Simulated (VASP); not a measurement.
Wanted: the native input for a VASP 6.6.1 run.

* Task: relaxation of cell and atoms
* Functional: PBE
* Potentials or basis: VASP PAW PBE potentials, release 64 (Cs_sv, Rh_pv, C)
* Cutoff: 600 eV
* k mesh: 12 × 12 × 12
* Occupations: gaussian, width 0.1 eV
* Spin: no spin polarisation
* Dipole correction: no
* Further INCAR settings: ALGO = Normal; EDIFF = 1e-07; IBRION = 2; EDIFFG = -0.01; NSW = 100; ISIF = 3

The structure of Cs2RhC lies in POSCAR:

```
Cs2RhC
1.0
    6.0626576909      0.0000000000      0.0000000000
   -3.0313288454      5.2504155747      0.0000000000
    0.0000000000      0.0000000000      3.8558513713
Cs Rh C
2 1 1
Direct
    0.3333333333      0.6666666667      0.0000000000
    0.6666666667      0.3333333333      0.0000000000
    0.0000000000      0.0000000000      0.5000000000
    0.0000000000      0.0000000000      0.0000000000
```

The cell was generated, and may not be a known phase.

These files were run (other wordings do the same):

INCAR

```
SYSTEM = Cs2RhC
  PREC = Accurate
  ENCUT = 600
  EDIFF = 1E-7
  ISMEAR = 0
  SIGMA = 0.1
  LREAL = .False.
  LASPH = .True.
  NELM = 100
  ALGO = Normal
  ISIF = 3
  LWAVE = .False.
  LCHARG = .False.
  GGA = PE
  IBRION = 2
  NSW = 100
  EDIFFG = -0.01
```

KPOINTS

```
regular mesh
0
Gamma
  12 12 12
  0 0 0
```

Potentials or basis: VASP PAW PBE potentials, release 64 (Cs_sv, Rh_pv, C).

The run is started by

```console
$ cat potpaw_PBE.64/Cs_sv/POTCAR potpaw_PBE.64/Rh_pv/POTCAR potpaw_PBE.64/C/POTCAR > POTCAR
$ mpirun -np 1 vasp_std > vasp.out
```

It gave:

The relaxed volume is 31.22 Å³/atom and the relaxed cell is a = 6.129 Å, b = 6.129 Å, c = 3.840 Å, α = 90.00°, β = 90.00°, γ = 120.00°. The space group after relaxing (to 0.1 Å) is P6/mmm (No. 191). The energy gained by relaxing is 1.8 meV/atom and the ionic steps are 4. The pressure after relaxing is 0.0 GPa. The band gap on the k mesh is zero (an odd number of electrons rules out a gap without spin polarisation).

Caveat: spin-orbit coupling is left out, which moves the levels of the heavy elements.

Run time: 9 min on 1 thread of Intel(R) Xeon(R) 6975P-C (Granite Rapids) (shared host), peak memory 0.62 GiB.
